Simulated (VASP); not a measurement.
Sn3GeO4, 8 atoms in the cell. The typed cell holds 8 atoms: a = 5.181 Å, b = 5.550 Å, c = 5.733 Å, α = 92.10°, β = 90.26°, γ = 90.82°. 

- Program: VASP 6.6.1
- Task: single point
- Functional: PBE
- Potentials or basis: VASP PAW PBE potentials, release 64 (Sn_d, Ge_d, O)
- Cutoff: 520 eV
- k mesh: 4 × 4 × 4
- Occupations: gaussian, width 0.1 eV
- Spin: no spin polarisation
- Dipole correction: no
- Further INCAR settings: ALGO = Normal; EDIFF = 1e-06; NBANDS = 50

Potentials or basis: VASP PAW PBE potentials, release 64 (Sn_d, Ge_d, O).

Command:

```sh
$ cat potpaw_PBE.64/Sn_d/POTCAR potpaw_PBE.64/Ge_d/POTCAR potpaw_PBE.64/O/POTCAR > POTCAR
$ mpirun -np 1 vasp_std > vasp.out
```

Hardware: 1 thread of Intel(R) Xeon(R) Platinum 8375C CPU @ 2.90GHz (Ice Lake) (shared host).

Question: Estimate the wall time of this run.

Answer: Run time: 4 min on 1 thread of Intel(R) Xeon(R) Platinum 8375C CPU @ 2.90GHz (Ice Lake), with other jobs on the host, peak memory 0.42 GiB. Counts: scf iterations 16, k points 36.
